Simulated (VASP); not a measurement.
# Na (Im-3m) in VASP: a series of runs

Na is run at these levels: PBEsol; tasks: single point, relaxation of cell and atoms.

All numbers are computed with VASP 6.6.1; they aren't measurements. Logs are shortened: lines on timing, memory, paths and dates and some standing lists are left out, and cuts for length are marked.

### Step 1. The cell of the first run

Symmetry: Im-3m, No. 229, cubic system. The conventional cell has a = 4.169 Å, b = 4.169 Å, c = 4.169 Å, α = 90.00°, β = 90.00°, γ = 90.00°. Within 4.7 Å of Na (site symmetry m-3m) lie 14 Na at 3.61 to 4.17 Å.

### Step 2. Single point, PBEsol

The input, INCAR:

```
SYSTEM = Na
PREC = Accurate
ENCUT = 500
EDIFF = 1E-6
ISMEAR = -1
SIGMA = 0.05
LREAL = .FALSE.
LASPH = .TRUE.
NELM = 120
ALGO = Normal
ISIF = 2
LWAVE = .FALSE.
LCHARG = .TRUE.
GGA = PS
LELF = .TRUE.
LVHAR = .TRUE.
NBANDS = 10
GGA_COMPAT = .FALSE.
```

The input, KPOINTS:

```
Automatic mesh
0
G
  7 7 7
  0 0 0
```

The input, POSCAR:

```
Na
1.0
   -2.0843402677      2.0843402677      2.0843402677
    2.0843402677     -2.0843402677      2.0843402677
    2.0843402677      2.0843402677     -2.0843402677
Na
1
Direct
    0.0000000000      0.0000000000      0.0000000000
```

Potentials or basis: VASP PAW PBE potentials, release 64 (Na_pv).

Run with:

```bash
cat potpaw_PBE.64/Na_pv/POTCAR > POTCAR
mpirun -np 1 vasp_std > vasp.out
```

OUTCAR:

```text
SYSTEM = Na
   PREC = Accurate
   ENCUT = 500
   EDIFF = 1E-6
   ISMEAR = -1
   LREAL = .FALSE.
   LASPH = .TRUE.
   NELM = 120
   ISIF = 2
   GGA = PS

 ion  position               nearest neighbor table
   1  0.000  0.000  0.000-

  LATTYP: Found a body centered cubic cell.
 ALAT       =     4.1686805354

  Lattice vectors:

 A1 = (  -2.0843402677,   2.0843402677,   2.0843402677)
 A2 = (   2.0843402677,  -2.0843402677,   2.0843402677)
 A3 = (   2.0843402677,   2.0843402677,  -2.0843402677)

Analysis of symmetry for initial positions (statically):
=====================================================================
 Subroutine PRICEL returns:
 Original cell was already a primitive cell.

 Routine SETGRP: Setting up the symmetry group for a
 body centered cubic supercell.

 Subroutine GETGRP returns: Found 48 space group operations
 (whereof 48 operations were pure point group operations)
 out of a pool of 48 trial point group operations.

The static configuration has the point symmetry O_h .

Analysis of symmetry for dynamics (positions and initial velocities):
=====================================================================
 Subroutine PRICEL returns:
 Original cell was already a primitive cell.

 Routine SETGRP: Setting up the symmetry group for a
 body centered cubic supercell.

 Subroutine GETGRP returns: Found 48 space group operations
 (whereof 48 operations were pure point group operations)
 out of a pool of 48 trial point group operations.

The dynamic configuration has the point symmetry O_h .

 Subroutine INISYM returns: Found 48 space group operations
 (whereof 48 operations are pure point group operations),
 and found     1 'primitive' translations

----------------------------------------------------------------------------------------

                                     Primitive cell

  volume of cell :      36.2215

  direct lattice vectors                    reciprocal lattice vectors
    -2.084340268  2.084340268  2.084340268     0.000000000  0.239884057  0.239884057
     2.084340268 -2.084340268  2.084340268     0.239884057  0.000000000  0.239884057
     2.084340268  2.084340268 -2.084340268     0.239884057  0.239884057  0.000000000

  length of vectors
     3.610183244  3.610183244  3.610183244     0.339247287  0.339247287  0.339247287

  position of ions in fractional coordinates (direct lattice)
[... 74 lines left out ...]
   EDIFFG = 0.1E-04   stopping-criterion for IOM
   NSW    =      0    number of steps for IOM
   IBRION =     -1    ionic relax: 0-MD 1-quasi-New 2-CG
   NFREE  =      0    steps in history (QN), initial steepest desc. (CG)
   ISIF   =      2    stress and relaxation
   ISYM   =      2    0-nonsym 1-usesym 2-fastsym
   POTIM  = 0.5000    time-step for ionic-motion
   TEBEG  =    0.0;   TEEND  =   0.0 temperature during run
   PSTRESS=    0.0 pullay stress
   NELECT =       7.0000    total number of electrons
   NUPDOWN=      -1.0000    fix difference up-down
   EMIN   =  10.00;   EMAX   =-10.00  energy-range for DOS
   EFERMI =   0.00;   METHOD = LEGACY
   ISMEAR =    -1;   SIGMA  =   0.05  broadening in eV -4-tet -1-fermi 0-gaus
   EFERMI_NEDOS =   21; number of points for ismear=-14 and -15
   IALGO  =     38    algorithm
   IMIX   =      4    mixing-type and parameters
     AMIX     =   0.40;   BMIX     =  1.00
     AMIX_MAG =   1.60;   BMIX_MAG =  1.00
  volume/ion in A,a.u.               =      36.22       244.43
  Fermi-wavevector in a.u.,A,eV,Ry     =   0.946496  1.788619 12.188849  0.895855
  Thomas-Fermi vector in A             =   2.074500
   LORBIT       =      0    0 simple, 1 ext, 2 COOP (PROOUT), +10 PAW based schemes
   GGA     = PS    functional components
   LHFCALC =     F    Hartree Fock is set to
   AEXX    =    0.0000 exact exchange contribution
   IVDW    =     0    specifies the selected vdW correction
   LEPSILON=     F    determine dielectric tensor
   LRPA    =     F    only Hartree local field effects (RPA)
 non-spin polarized calculation
  energy-cutoff  :      500.00
  volume of cell :       36.22
 maximum number of plane-waves:       939
   NGX = 13   NGY = 13   NGZ = 13

 number of electron       6.9999994 magnetization

 Free energy of the ion-electron system (eV)
  ---------------------------------------------------
  ext. energy  EPLUGINS =         0.00000000
  ---------------------------------------------------
  free energy    TOTEN  =        -1.40321421 eV

  energy without entropy =       -1.39839092  energy(sigma->0) =       -1.40080257

 E-fermi :   0.3164     XC(G=0):  -6.5627

 val. band max:        0.2335578816   @ k =  -0.2857   0.4286   0.1429
 cond. band min:       0.5708172552   @ k =  -0.4286   0.4286   0.1429
 fundamental gap:      0.3372593736
 Fermi energy:         0.3163594190

 k-point     1 :       0.0000    0.0000    0.0000
  band No.  band energies     occupation
      1     -24.3952      2.00000
      2     -24.3952      2.00000
      3     -24.3952      2.00000
      4      -2.9552      2.00000
      5      12.2551      0.00000
      6      12.2551      0.00000
      7      12.2551      0.00000
      8      13.2738      0.00000
      9      13.2738      0.00000
     10      13.8258      0.00000
[... 235 lines left out ...]
 k-point    20 :      -0.4286    0.4286    0.4286
  band No.  band energies     occupation
      1     -24.4232      2.00000
      2     -24.4220      2.00000
      3     -24.4220      2.00000
      4       3.2083      0.00000
      5       5.1005      0.00000
      6       5.4913      0.00000
      7       5.4913      0.00000
      8       6.6741      0.00000
      9       9.1767      0.00000
     10      18.4712      0.00000

------------------------ aborting loop because EDIFF is reached ----------------------------------------

  FORCE on cell =-STRESS in cart. coord.  units (eV):
  Direction    XX          YY          ZZ          XY          YZ          ZX
  --------------------------------------------------------------------------------------
  -------------------------------------------------------------------------------------
  Total       -0.0058782     -0.0058782     -0.0058782     -0.0000000      0.0000000      0.0000000
  in kB       -0.2600116     -0.2600116     -0.2600116     -0.0000000      0.0000000      0.0000000
  external PRESSURE =      -0.2600116 kB  Pullay stress =       0.0000000 kB

 VOLUME and BASIS-vectors are now :
 -----------------------------------------------------------------------------
  energy-cutoff  :      500.00
  volume of cell :       36.22
      direct lattice vectors                 reciprocal lattice vectors
    -2.084340268  2.084340268  2.084340268     0.000000000  0.239884057  0.239884057
     2.084340268 -2.084340268  2.084340268     0.239884057  0.000000000  0.239884057
     2.084340268  2.084340268 -2.084340268     0.239884057  0.239884057  0.000000000

 POSITION                                       TOTAL-FORCE (eV/Angst)
 -----------------------------------------------------------------------------------
      0.00000      0.00000      0.00000         0.000000      0.000000      0.000000
 -----------------------------------------------------------------------------------
    total drift:                               -0.000000     -0.000000     -0.000000

  FREE ENERGIE OF THE ION-ELECTRON SYSTEM (eV)
  ---------------------------------------------------
  free  energy   TOTEN  =        -1.4032142145 eV

  energy  without entropy=       -1.3983909240  energy(sigma->0) =       -1.40080257
```

OSZICAR:

```text
N       E                     dE             d eps       ncg     rms          rms(c)
DAV:   1     0.284198369694E+02    0.28420E+02   -0.37954E+03   400   0.568E+02
DAV:   2    -0.815699250904E+00   -0.29236E+02   -0.28829E+02   420   0.143E+02
DAV:   3    -0.140075035697E+01   -0.58505E+00   -0.58476E+00   498   0.226E+01
DAV:   4    -0.140542903643E+01   -0.46787E-02   -0.46785E-02   462   0.207E+00
DAV:   5    -0.140548695421E+01   -0.57918E-04   -0.57918E-04   500   0.225E-01    0.238E-01
DAV:   6    -0.140376313582E+01    0.17238E-02   -0.28115E-03   462   0.774E-01    0.144E-01
DAV:   7    -0.140326688069E+01    0.49626E-03   -0.24802E-03   450   0.650E-01    0.455E-02
DAV:   8    -0.140321400702E+01    0.52874E-04   -0.19650E-04   460   0.243E-01    0.199E-03
DAV:   9    -0.140321421448E+01   -0.20746E-06   -0.71844E-07   290   0.948E-03
   1 F= -.14032142E+01 E0= -.14008026E+01  d E =-.482329E-02
```

Wall time 9.3 s (1 thread of Intel Xeon 8259CL, shared host); peak memory 0.15 GiB.

What came out:

* Free energy: -1.4032 eV
* Pressure: 0.0 GPa
* Band gap on the k mesh: zero (an odd number of electrons rules out a gap without spin polarisation)

Caveat: the PAW data sets were made with another functional, which shifts forces and pressure a little.

### Step 3. Single point, PBEsol

The input, INCAR:

```
PREC = Accurate
ENCUT = 500
EDIFF = 1E-6
ISMEAR = -1
SIGMA = 0.05
LREAL = F
LASPH = T
NELM = 120
ALGO = Normal
ISIF = 2
LWAVE = F
LCHARG = T
GGA = PS
LELF = T
LVHAR = T
NBANDS = 10
GGA_COMPAT = F
```

The input, KPOINTS:

```
regular mesh
0
Gamma
  7 7 7
```

POSCAR is that of step 2.

Potentials or basis: VASP PAW PBE potentials, release 64 (Na_pv).

Run with:

```bash
cat potpaw_PBE.64/Na_pv/POTCAR > POTCAR
mpirun -np 1 vasp_std > vasp.out
```

It took 9.8 s on 1 thread of Intel Xeon 8259CL, shared host; peak memory 0.14 GiB.

It converged, with:

* Free energy: -1.4032 eV
* Pressure: 0.0 GPa
* Band gap on the k mesh: zero (an odd number of electrons rules out a gap without spin polarisation)

Levels at points of the mesh, in eV from the Fermi level:
```tsv
k point	band 1	band 2	band 3	band 4	band 5	band 6	band 7	band 8
(0.00, 0.00, 0.00)	-24.71	-24.71	-24.71	-3.27	11.94	11.94	11.94	12.96
```

Caveat: the PAW data sets were made with another functional, which shifts forces and pressure a little.

### Step 4. Relaxation of cell and atoms, PBEsol

The input, INCAR:

```
ALGO     = Normal         # electronic algorithm
EDIFF    = 1E-7           # SCF threshold, eV
EDIFFG   = -0.03          # ionic threshold
ENCUT    = 500            # plane-wave cutoff, eV
GGA      = PS             # functional
GGA_COMPAT= F            
IBRION   = 2              # ionic algorithm
ISIF     = 3              # what is computed and relaxed
ISMEAR   = -1             # smearing method
LASPH    = T              # aspherical terms in the spheres
LCHARG   = F              # write CHGCAR
LREAL    = F              # projectors in reciprocal space
LWAVE    = F              # write WAVECAR
NELM     = 120            # most SCF steps
NELMIN   = 4            
NSW      = 80             # ionic steps
PREC     = Accurate       # precision mode
SIGMA    = 0.05           # smearing width, eV
```

The input, KPOINTS:

```
k-points
0
Gamma
  7 7 7
```

POSCAR is that of step 3.

Run with:

```bash
cat potpaw_PBE.64/Na_pv/POTCAR > POTCAR
mpirun -np 1 vasp_std > vasp.out
```

Wall time 7.6 s (1 thread of Intel Xeon 8259CL, shared host); peak memory 0.14 GiB.

It converged, with:

- Free energy: -1.4032 eV
- Pressure after relaxing: 0.0 GPa
- Band gap on the k mesh: zero (an odd number of electrons rules out a gap without spin polarisation)

Final structure:
```yaml
crystal:
  lattice:
    - [-2.08434, 2.08434, 2.08434]
    - [2.08434, -2.08434, 2.08434]
    - [2.08434, 2.08434, -2.08434]
  atoms:
    - { symbol: Na, position: [0.00000, 0.00000, 0.00000] }
```

Levels at points of the mesh, in eV from the Fermi level:
```
           k point  band 1  band 2  band 3  band 4  band 5  band 6  band 7
(0.00, 0.00, 0.00)  -24.71  -24.71  -24.71   -3.27   11.94   11.94   11.94
```

Caveat: the relaxation stopped at its first step, so nothing moved; the PAW data sets were made with another functional, which shifts forces and pressure a little.

### Step 5. Relaxation of cell and atoms, PBEsol

This run uses another cell than the first one, of 39.26 Å³/atom.

The input, INCAR:

```
  PREC = Accurate
  ENCUT = 500
  EDIFF = 1E-7
  ISMEAR = -1
  SIGMA = 0.05
  LREAL = False
  LASPH = True
  NELM = 120
  ALGO = Normal
  ISIF = 3
  LWAVE = False
  LCHARG = False
  GGA = PS
  IBRION = 2
  NSW = 80
  EDIFFG = -0.03
  GGA_COMPAT = False
  NELMIN = 4
```

The input, KPOINTS:

```
Automatic mesh
0
Gamma
  7 7 7
```

The input, POSCAR:

```
Na
1.0
   -2.1410000000      2.1410000000      2.1410000000
    2.1410000000     -2.1410000000      2.1410000000
    2.1410000000      2.1410000000     -2.1410000000
Na
1
Direct
    0.0000000000      0.0000000000      0.0000000000
```

Run with:

```bash
cat potpaw_PBE.64/Na_pv/POTCAR > POTCAR
mpirun -np 1 vasp_std > vasp.out
```

It took 17 s on 1 thread of Intel Xeon 8259CL, shared host; peak memory 0.14 GiB.

The run converged. Its results:

```yaml
Free_energy: -1.4034 eV
Relaxed_volume: 36.20 Å³/atom
Relaxed_cell: a = 3.610 Å, b = 3.610 Å, c = 3.610 Å, α = 109.47°, β = 109.47°, γ = 109.47°
Space_group_after_relaxing_to_0.1_Å: Im-3m (No. 229)
Energy_gained_by_relaxing: 5.4 meV/atom
Ionic_steps: 3
Pressure_after_relaxing: 0.0 GPa
Band_gap_on_the_k_mesh: zero (an odd number of electrons rules out a gap without spin polarisation)
```

Step by step:
```csv
step,energy change (eV),largest force (eV/Å),pressure (GPa),volume (Å³)
1,0.0000,0.0000,-0.56,39.26
2,-0.0024,0.0000,-0.43,38.48
3,-0.0054,0.0000,0.01,36.20
```

Final structure:
```yaml
crystal:
  lattice:
    - [-2.08399, 2.08399, 2.08399]
    - [2.08399, -2.08399, 2.08399]
    - [2.08399, 2.08399, -2.08399]
  atoms:
    - { symbol: Na, position: [0.00000, 0.00000, 0.00000] }
```

Levels at points of the mesh, in eV from the Fermi level:
```csv
k point,band 1,band 2,band 3,band 4,band 5,band 6,band 7
"(0.00, 0.00, 0.00)",-24.71,-24.71,-24.71,-3.27,11.94,11.94,11.94
```

Caveat: the PAW data sets were made with another functional, which shifts forces and pressure a little.

### Step 6. The runs side by side

```csv
task,cell,gap on the mesh (eV),pressure (GPa)
single point,"a = 3.610 Å, angles 109.5°, 1 atom",none,0.0
relaxation of cell and atoms,"relaxed from a = 3.610 Å, angles 109.5°, 1 atom",none,0.0
relaxation of cell and atoms,"relaxed from a = 3.708 Å, angles 109.5°, 1 atom",none,0.0
```

Alike in all rows: level PBEsol; potentials or basis VASP PAW PBE potentials, release 64 (Na_pv); no spin polarisation; k mesh 7 × 7 × 7; cutoff (eV) 500; smearing fermi-dirac 0.05 eV.

Caveats: the PAW data sets were made with another functional, which shifts forces and pressure a little; the relaxation stopped at its first step, so nothing moved (at least some runs).

Total energies depend on the potentials used, so only differences within one code and one set of settings carry meaning.
